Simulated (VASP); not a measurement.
# B5W (F-43m) in VASP: notebook, part 2 of 2

VASP 6.6.1. Earlier steps stand in the parts before.

### Step 4. Relaxation of cell and atoms, PBE

This run uses another cell than the first one, of 7.63 Å³/atom, 0.871 times its volume.

INCAR

```
PREC     = Accurate       # precision mode
ENCUT    = 600            # plane-wave cutoff, eV
EDIFF    = 1E-6           # SCF threshold, eV
ISMEAR   = 0              # smearing method
SIGMA    = 0.1            # smearing width, eV
LREAL    = False          # projectors in reciprocal space
LASPH    = True           # aspherical terms in the spheres
NELM     = 80             # most SCF steps
ALGO     = Normal         # electronic algorithm
ISIF     = 3              # what is computed and relaxed
LWAVE    = False          # write WAVECAR
LCHARG   = False          # write CHGCAR
GGA      = PE             # functional
IBRION   = 2              # ionic algorithm
NSW      = 100            # ionic steps
EDIFFG   = -0.01          # ionic threshold
```

KPOINTS

```
regular mesh
0
Gamma
  12 12 12
```

POSCAR

```
B5W
1.0
    0.0000000000      2.8392835819      2.8392835819
    2.8392835819      0.0000000000      2.8392835819
    2.8392835819      2.8392835819      0.0000000000
B W
5 1
Direct
    0.2500000000      0.2500000000      0.2500000000
    0.6209748084      0.6209748084      0.6209748084
    0.1370755747      0.6209748084      0.6209748084
    0.6209748084      0.1370755747      0.6209748084
    0.6209748084      0.6209748084      0.1370755747
    0.0000000000      0.0000000000      0.0000000000
```

Potentials or basis: VASP PAW PBE potentials, release 64 (B, W_sv).

Launch:

```
cat potpaw_PBE.64/B/POTCAR potpaw_PBE.64/W_sv/POTCAR > POTCAR
mpirun -np 1 vasp_std > vasp.out
```

OUTCAR:

```text
PREC = Accurate
   ENCUT = 600
   EDIFF = 1E-6
   ISMEAR = 0
   LREAL = False
   LASPH = True
   NELM = 80
   ISIF = 3
   GGA = PE
   IBRION = 2
   NSW = 100
   EDIFFG = -0.01

 ion  position               nearest neighbor table
   1  0.250  0.250  0.250-   6 2.46   6 2.46   6 2.46   6 2.46
   2  0.621  0.621  0.621-   3 1.94   4 1.94   5 1.94   3 2.07   4 2.07   5 2.07   6 2.36   6 2.36
                             6 2.36
   3  0.137  0.621  0.621-   2 1.94   4 1.94   5 1.94   4 2.07   5 2.07   2 2.07   6 2.36   6 2.36
                             6 2.36
   4  0.621  0.137  0.621-   2 1.94   3 1.94   5 1.94   3 2.07   5 2.07   2 2.07   6 2.36   6 2.36
                             6 2.36
   5  0.621  0.621  0.137-   2 1.94   3 1.94   4 1.94   4 2.07   3 2.07   2 2.07   6 2.36   6 2.36
                             6 2.36
   6  0.000  0.000  0.000-   4 2.36   5 2.36   3 2.36   5 2.36   3 2.36   4 2.36   2 2.36   2 2.36
                             2 2.36   3 2.36   4 2.36   5 2.36   1 2.46   1 2.46   1 2.46   1 2.46

  LATTYP: Found a face centered cubic cell.
 ALAT       =     5.6785671638

  Lattice vectors:

 A1 = (   0.0000000000,   2.8392835819,   2.8392835819)
 A2 = (   2.8392835819,   0.0000000000,   2.8392835819)
 A3 = (   2.8392835819,   2.8392835819,   0.0000000000)

Analysis of symmetry for initial positions (statically):
=====================================================================
 Subroutine PRICEL returns:
 Original cell was already a primitive cell.

 Routine SETGRP: Setting up the symmetry group for a
 face centered cubic supercell.

 Subroutine GETGRP returns: Found 24 space group operations
 (whereof 24 operations were pure point group operations)
 out of a pool of 48 trial point group operations.

The static configuration has the point symmetry T_d .

Analysis of symmetry for dynamics (positions and initial velocities):
=====================================================================
 Subroutine PRICEL returns:
 Original cell was already a primitive cell.

 Routine SETGRP: Setting up the symmetry group for a
[... 135 lines left out ...]
  volume/ion in A,a.u.               =       7.63        51.49
  Fermi-wavevector in a.u.,A,eV,Ry     =   1.406011  2.656976 26.896909  1.976867
  Thomas-Fermi vector in A             =   2.528414
   LORBIT       =      0    0 simple, 1 ext, 2 COOP (PROOUT), +10 PAW based schemes
   GGA     = PE    functional components
   LHFCALC =     F    Hartree Fock is set to
   AEXX    =    0.0000 exact exchange contribution
   IVDW    =     0    specifies the selected vdW correction
   LEPSILON=     F    determine dielectric tensor
   LRPA    =     F    only Hartree local field effects (RPA)
 conjugate gradient relaxation of ions
 non-spin polarized calculation
 Gauss-broadening in eV      SIGMA  =   0.10
  energy-cutoff  :      600.00
  volume of cell :       45.78
 maximum number of plane-waves:      1546
   NGX = 17   NGY = 17   NGZ = 17

 number of electron      29.0000001 magnetization

 Free energy of the ion-electron system (eV)
  ---------------------------------------------------
  ext. energy  EPLUGINS =         0.00000000
  ---------------------------------------------------
  free energy    TOTEN  =       -42.44406391 eV

  energy without entropy =      -42.43525108  energy(sigma->0) =      -42.43965750

 E-fermi :  11.0136     XC(G=0): -13.1942

 val. band max:       10.9978872363   @ k =  -0.4167   0.3333   0.1667
 cond. band min:      11.0259847066   @ k =  -0.3333   0.2500   0.0833
 fundamental gap:      0.0280974703
 Fermi energy:        11.0136235348

 k-point     1 :       0.0000    0.0000    0.0000
  band No.  band energies     occupation
      1     -63.3153      2.00000
      2     -27.6979      2.00000
      3     -27.6979      2.00000
      4     -27.6979      2.00000
      5      -5.9108      2.00000
      6       1.9737      2.00000
[... 481 lines left out ...]
      5      -3.1201      2.00000
      6      -2.1615      2.00000
[... 10 lines left out ...]
     17      13.5301      0.00000
     18      14.2161      0.00000

 [... further k-points ...]
[... 5 lines left out ...]
  --------------------------------------------------------------------------------------
  -------------------------------------------------------------------------------------
  Total        0.0483032      0.0483032      0.0483032      0.0000000      0.0000000      0.0000000
  in kB        1.6905585      1.6905585      1.6905585      0.0000000      0.0000000      0.0000000
  external PRESSURE =       1.6905585 kB  Pullay stress =       0.0000000 kB

 VOLUME and BASIS-vectors are now :
 -----------------------------------------------------------------------------
  energy-cutoff  :      600.00
  volume of cell :       45.78
      direct lattice vectors                 reciprocal lattice vectors
     0.000000000  2.839283582  2.839283582    -0.176100761  0.176100761  0.176100761
     2.839283582  0.000000000  2.839283582     0.176100761 -0.176100761  0.176100761
     2.839283582  2.839283582  0.000000000     0.176100761  0.176100761 -0.176100761

 POSITION                                       TOTAL-FORCE (eV/Angst)
 -----------------------------------------------------------------------------------
      1.41964      1.41964      1.41964         0.000000     -0.000000     -0.000000
      3.52625      3.52625      3.52625         0.001123      0.001123      0.001123
      3.52625      2.15232      2.15232         0.001123     -0.001123     -0.001123
      2.15232      3.52625      2.15232        -0.001123      0.001123     -0.001123
      2.15232      2.15232      3.52625        -0.001123     -0.001123      0.001123
      0.00000      0.00000      0.00000         0.000000     -0.000000     -0.000000
 -----------------------------------------------------------------------------------
    total drift:                                0.000000      0.000000      0.000000

  FREE ENERGIE OF THE ION-ELECTRON SYSTEM (eV)
  ---------------------------------------------------
  free  energy   TOTEN  =       -42.4440639128 eV

  energy  without entropy=      -42.4352510837  energy(sigma->0) =      -42.43965750

 reached required accuracy - stopping structural energy minimisation
```

Wall time 28 s (1 thread of AMD EPYC 9R45 (Zen 5), shared host); peak memory 0.18 GiB.

Results:

```yaml
Free_energy: -42.4441 eV
Pressure_after_relaxing: 0.2 GPa
```

Final structure:
```
B W
1.0
     0.00000    2.83928    2.83928
     2.83928    0.00000    2.83928
     2.83928    2.83928    0.00000
B W
5 1
Cartesian
  1.4196 1.4196 1.4196
  3.5262 3.5262 3.5262
  3.5262 2.1523 2.1523
  2.1523 3.5262 2.1523
  2.1523 2.1523 3.5262
  0.0000 0.0000 0.0000
```

Caveat: the relaxation stopped at its first step, so nothing moved; spin-orbit coupling is left out, which moves the levels of the heavy elements.

### Step 5. Summary

| task | cell | k mesh | cutoff (eV) | gap on the mesh (eV) | pressure (GPa) |
| --- | --- | --- | --- | --- | --- |
| relaxation of cell and atoms | relaxed from a = 4.204 Å, angles 60.0°, 6 atoms | 6 × 6 × 6 | 600 | none | 0.4 |
| single point | a = 4.015 Å, angles 60.0°, 6 atoms | 12 × 12 × 12 | 520 | none | 0.3 |
| relaxation of cell and atoms | relaxed from a = 4.015 Å, angles 60.0°, 6 atoms | 12 × 12 × 12 | 600 | none | 0.2 |

Alike in all rows: level PBE; potentials or basis VASP PAW PBE potentials, release 64 (B, W_sv); no spin polarisation; smearing gaussian 0.1 eV.

Caveats: spin-orbit coupling is left out, which moves the levels of the heavy elements; the relaxation stopped at its first step, so nothing moved (some runs).

Absolute energies hang on the potentials; compare differences alone.
